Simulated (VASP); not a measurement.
Crystal: TiO2.

```
Ti O
1.0
     6.11228   -1.87083    0.00000
     6.11228    1.87083    0.00000
    -1.91538    0.00000    6.28649
Ti O
4 8
Cartesian
  10.4483 0.0000 1.8206
  1.8438 0.0000 1.7839
  -0.1391 0.0000 4.4659
  8.4654 0.0000 4.5026
  3.8625 0.0000 1.8444
  1.9712 0.0000 4.1019
  8.6946 0.0000 6.2569
  8.3379 0.0000 2.1846
  10.3045 0.0000 3.9606
  1.6145 0.0000 0.0296
  6.4467 0.0000 4.4421
  0.0047 0.0000 2.3259
```

Base run:

```yaml
Program: VASP 6.6.1
Functional: b88 exchange, pbe correlation
Potentials_or_basis: VASP PAW PBE potentials, release 64 (Ti_sv, O)
Cutoff: 600 eV
k_mesh: 8 × 8 × 4
Occupations: fermi-dirac, width 0.05 eV
Spin: no spin polarisation
```

Its results: band gap on the k mesh 2.79 eV (least direct gap 2.97 eV); pressure 3.1 GPa; largest force 0.074 eV/Å.

Question: The run is repeated on the same cell with these changes: functional from b88 exchange, pbe correlation to r2SCAN; cutoff from 600 eV to 520 eV. What comes out?

Answer: Band gap on the k mesh 3.21 eV (least direct gap 3.40 eV); pressure -0.5 GPa; largest force 0.102 eV/Å.

Caveats: the PAW data sets were made with another functional, which shifts forces and pressure a little; the cell stands under pressure (at least some runs).

A k mesh can miss the band edges.
